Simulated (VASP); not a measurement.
Write the native input for VASP 6.6.1 that does the following.

```
Task                   : single point
Functional             : PBE
Dispersion             : D3(BJ)
Potentials or basis    : VASP PAW PBE potentials, release 64 (Na_pv, S, Li_sv, Cl)
Cutoff                 : 650 eV
k mesh                 : 1 × 1 × 1, shifted
Occupations            : fermi-dirac, width 0.1551 eV
Spin                   : no spin polarisation
Dipole correction      : no
Further INCAR settings : LREAL = Auto; ALGO = Normal; EDIFF = 1e-06; NBANDS = 71; ISYM = -1
```

The structure of Na4Li7S2Cl7 lies in POSCAR:

```
Na4Li7S2Cl7
1.0
    7.4728680000      0.0415700000     -0.1084870000
    0.0415700000      7.3694800000     -0.0643420000
   -0.1084870000     -0.0643420000      7.5562280000
Na S Li Cl
4 2 7 7
Direct
    0.5419308026      0.6261580523      0.4981863581
    0.8586417137      0.6768651872      0.8361598305
    0.5055688419      0.8160135958      0.9351803034
    0.9783731391      0.0694540067      0.1951895280
    0.3466076285      0.5850377162      0.1858386113
    0.1194948875      0.3530292659      0.3167840159
    0.7180103355      0.2328884970      0.6267260992
    0.0855222393      0.6347688131      0.3268663077
    0.1621455789      0.2603613502      0.5967510321
    0.5780562552      0.3981045566      0.0874602291
    0.4150195131      0.1532497530      0.1965178416
    0.2020316310      0.4890257314     -0.0801062780
    1.2007161040      0.9897471078      0.7509447037
    0.8074381572      0.6322244925      0.1826793913
    0.4761596960      0.1691080602      0.8651025204
   -0.0696141619      0.2499481840      0.7934674463
    0.6745618183      0.0825672691      0.3773332053
    0.1759363747      0.9085790906      1.0014005143
    0.3052194432      0.5030720076      0.6906386362
    0.1459022999      0.8988363483      0.4781425906
```

These files were run (other wordings do the same):

INCAR

```
ALGO     = Normal         # electronic algorithm
EDIFF    = 1E-6           # SCF threshold, eV
ENCUT    = 650            # plane-wave cutoff, eV
GGA      = PE             # functional
GGA_COMPAT= False        
ISIF     = 2              # what is computed and relaxed
ISMEAR   = -1             # smearing method
ISYM     = -1           
IVDW     = 12             # dispersion correction
LASPH    = True           # aspherical terms in the spheres
LCHARG   = True           # write CHGCAR
LELF     = True           # ELF
LREAL    = Auto         
LVHAR    = True         
LWAVE    = False          # write WAVECAR
NBANDS   = 71             # bands
NELM     = 120            # most SCF steps
PREC     = Accurate       # precision mode
SIGMA    = 0.1551         # smearing width, eV
```

KPOINTS

```
explicit points
1
Reciprocal
  0.25000000   0.25000000   0.25000000 1
```

Potentials or basis: VASP PAW PBE potentials, release 64 (Na_pv, S, Li_sv, Cl).

Command:

```sh
$ cat potpaw_PBE.64/Na_pv/POTCAR potpaw_PBE.64/S/POTCAR potpaw_PBE.64/Li_sv/POTCAR potpaw_PBE.64/Cl/POTCAR > POTCAR
$ mpirun -np 1 vasp_std > vasp.out
```

Results of the run:

```json
{
  "Pressure": "3.5 GPa",
  "Largest force": "2.737 eV/Å",
  "Dispersion energy per atom": "-0.206 eV"
}
```

Caveat: the atoms stand as in a frame of molecular dynamics.

Wall time 76 s on 1 thread of AMD EPYC 9R45 96-Core Processor (Zen 5), with other jobs on the host, peak memory 0.53 GiB.
